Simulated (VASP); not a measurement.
## In3B2As: single point with PBE

Crystal: In3B2As.

```xyz
6
Lattice="4.4774 0.0000 0.0000 -2.2387 3.8776 0.0000 0.0000 0.0000 6.3824" Properties=species:S:1:pos:R:3 pbc="T T T"
In    0.0000    2.5850    3.1912
In    2.2387    1.2925    3.1912
In    0.0000    0.0000    0.0000
B     0.0000    2.5850    0.0000
B     2.2387    1.2925    0.0000
As    0.0000    0.0000    3.1912
```

- Program: VASP 6.6.1
- Task: single point
- Functional: PBE
- Potentials or basis: VASP PAW PBE potentials, release 64 (In_d, B, As)
- Cutoff: 520 eV
- k mesh: 6 × 6 × 4
- Occupations: gaussian, width 0.1 eV
- Spin: no spin polarisation
- Dipole correction: no
- Further INCAR settings: ALGO = Normal; EDIFF = 1e-07; NBANDS = 34

```json
{
  "Pressure": "16.7 GPa",
  "Band gap on the k mesh": "zero (band 25 reaches 8.79 eV, above the bottom of band 26 at 6.63 eV)"
}
```

Stress tensor (GPa, compression positive):
```
29.54  0.00  0.00
 0.00 29.54  0.00
 0.00  0.00 -9.12
```

Levels at points of the mesh, in eV from the Fermi level:
```csv
k point,band 22,band 23,band 24,band 25,band 26,band 27,band 28,band 29
"(0.00, 0.00, 0.00)",-2.01,-1.16,-1.16,0.10,0.10,0.20,0.36,0.36
"(0.50, 0.00, 0.00)",-3.26,-2.70,-2.15,-1.52,0.42,3.80,4.01,4.47
"(0.00, 0.00, 0.50)",-1.94,-1.36,-0.62,-0.62,-0.61,-0.61,0.11,0.11
"(0.50, 0.00, 0.50)",-2.90,-2.76,-0.85,0.21,0.62,0.79,3.53,4.02
```

It took 62 s on 1 thread of Intel(R) Xeon(R) Platinum 8559C (Emerald Rapids), with other jobs on the host, peak memory 0.27 GiB.

Caveat: spin-orbit coupling is left out, which moves the levels of the heavy elements.
